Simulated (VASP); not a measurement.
The system is TiO2.

```
CELL_PARAMETERS angstrom
2.70603 -2.70666 0.00000
2.70603 2.70666 0.00000
-2.63353 0.00000 4.79664
ATOMIC_POSITIONS crystal
Ti 0.13411 0.86589 0.25000
Ti 0.86589 0.13411 0.75000
O 0.33122 0.08876 0.66715
O 0.66878 0.91124 0.33285
O 0.91124 0.66878 0.83285
O 0.08876 0.33122 0.16715
```

Base run:

* Program: VASP 6.6.1
* Functional: r2SCAN
* Dispersion: D3(BJ)
* Potentials or basis: VASP PAW PBE potentials, release 64 (Ti_sv, O)
* Cutoff: 520 eV
* k mesh: 8 × 8 × 6
* Occupations: gaussian, width 0.02 eV
* Spin: no spin polarisation

Its results: band gap on the k mesh 2.46 eV (least direct gap 2.82 eV); pressure -6.7 GPa; largest force 0.199 eV/Å.

Q: The run is repeated on the same cell with these changes: dispersion from D3(BJ) to none; occupations from gaussian, width 0.02 eV to methfessel-paxton, width 0.5 eV. What comes out?

A: Band gap on the k mesh 2.47 eV (least direct gap 2.83 eV); pressure -5.3 GPa; largest force 0.157 eV/Å.

Caveats: the cell stands under tension; the PAW data sets were made with another functional, which shifts forces and pressure a little; three body term missing (at least some runs); so wide a smearing shifts energies and pressures (at least some runs).

A k mesh can miss the band edges.
